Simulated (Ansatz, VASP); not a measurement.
Two plane-wave programs on GaN

Contents of INCAR:

```
SYSTEM = GaN
PREC     = Accurate       ! precision mode
ENCUT    = 910            ! plane-wave cutoff, eV
EDIFF    = 1E-6           ! SCF threshold, eV
ISMEAR   = -1             ! smearing method
SIGMA    = 0.05           ! smearing width, eV
LREAL    = .FALSE.        ! projectors in reciprocal space
LASPH    = .TRUE.         ! aspherical terms in the spheres
NELM     = 120            ! most SCF steps
ALGO     = Normal         ! electronic algorithm
ISIF     = 2              ! what is computed and relaxed
LWAVE    = .FALSE.        ! write WAVECAR
LCHARG   = .FALSE.        ! write CHGCAR
GGA      = B5             ! functional
ALDAX    = 1.0          
AGGAX    = 1.0          
AGGAC    = 1.0          
ALDAC    = 0.0          
IVDW     = 12             ! dispersion correction
VDW_S6   = 1.0          
VDW_S8   = 2.6996       
VDW_A1   = 0.4298       
VDW_A2   = 4.2359       
NBANDS   = 16             ! bands
GGA_COMPAT= .FALSE.
```

KPOINTS

```
Automatic mesh
0
G
  10 10 10
  0 0 0
```

Contents of POSCAR:

```
GaN
1.0
    0.0000000000      2.2535006075      2.2535006075
    2.2535006075      0.0000000000      2.2535006075
    2.2535006075      2.2535006075      0.0000000000
Ga N
1 1
Direct
    0.0000000000      0.0000000000      0.0000000000
    0.2500000000      0.2500000000      0.2500000000
```

input.yaml

```yaml
crystal:
  lattice:
    - [0.0, 2.2535006075, 2.2535006075]
    - [2.2535006075, 0.0, 2.2535006075]
    - [2.2535006075, 2.2535006075, 0.0]
  atoms:
    - { symbol: Ga, position: [0.0, 0.0, 0.0] }
    - { symbol: "N", position: [0.25, 0.25, 0.25] }
hamiltonian:
  xc: blyp
  pseudopotentials: { kind: paw }
  dispersion: d3bj
kpoints:
  mp_grid: { grid: [10, 10, 10] }
scf:
  occupations: { method: fermi_dirac, width: 0.05 }
output:
  forces: true
  stress: true
  eigenvalues: true
```

Alike in both runs: task single point; functional BLYP; dispersion D3(BJ); k mesh 10 × 10 × 10; occupations fermi-dirac, width 0.05 eV; no spin polarisation.

|  | VASP | Ansatz |
| --- | --- | --- |
| version | VASP 6.6.1 | Ansatz 0.2.0 |
| potentials or method | VASP PAW PBE potentials, release 64 (Ga_d, N_h) | Ansatz PAW |
| plane-wave cutoff (eV) | 910 | 420 |
| valence electrons in the cell | 18 | 18 |

VASP gave:

- gap on the k mesh at the Fermi level (eV): 1.81
- least direct gap on the mesh (eV): 1.81

Q: Estimate Ansatz's values.

A: gap on the k mesh at the Fermi level (eV): 1.82; least direct gap on the mesh (eV): 1.82.

VASP's potentials were made for PBE, not for BLYP.

Noted on VASP's run: the cutoff is short for stress, so the pressure is rough.
